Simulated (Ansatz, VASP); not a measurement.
**Ta3N: VASP beside Ansatz**

```
Ta N
1.0
     3.00050    0.00000    0.00000
    -1.50025    2.59851    0.00000
     0.00000    0.00000    7.44993
Ta N
3 1
Direct
  0.00000 0.00000 0.50000
  0.33333 0.66667 0.11218
  0.66667 0.33333 0.82741
  0.00000 0.00000 0.00000
```

Alike in both runs: task single point; functional PBEsol; k mesh 18 × 18 × 8; occupations gaussian, width 0.15 eV; no spin polarisation.

|  | VASP | Ansatz |
| --- | --- | --- |
| version | VASP 6.6.1 | Ansatz 0.2.0 |
| potentials or method | VASP PAW PBE potentials, release 64 (Ta_pv, N), cutoff 520 eV | scalar-relativistic, plane waves, PAW |
| valence electrons in the cell | 38 | 44 |

|  | VASP | Ansatz | Ansatz less VASP |
| --- | --- | --- | --- |
| gap on the k mesh at the Fermi level (eV) | none | none | - |
| pressure (GPa) | 26.3 | 25.3 | -0.98 |
| traceless stress, the component that is largest in VASP (GPa) | -10.01 | -9.85 | +0.160 |
| rms of the force components (eV/Å) | 3.040 | 2.979 | -0.0605 |

VASP's potentials were made for PBE, not for PBEsol. Atom by atom the forces differ by 0.063 eV/Å (rms over components). A gap of «none» marks a metal or a gap that the smearing closes. VASP's potentials hold 38 valence electrons a cell and Ansatz's 44, so a difference there can come from the potentials and not from the codes.

Spin-orbit coupling is off throughout.
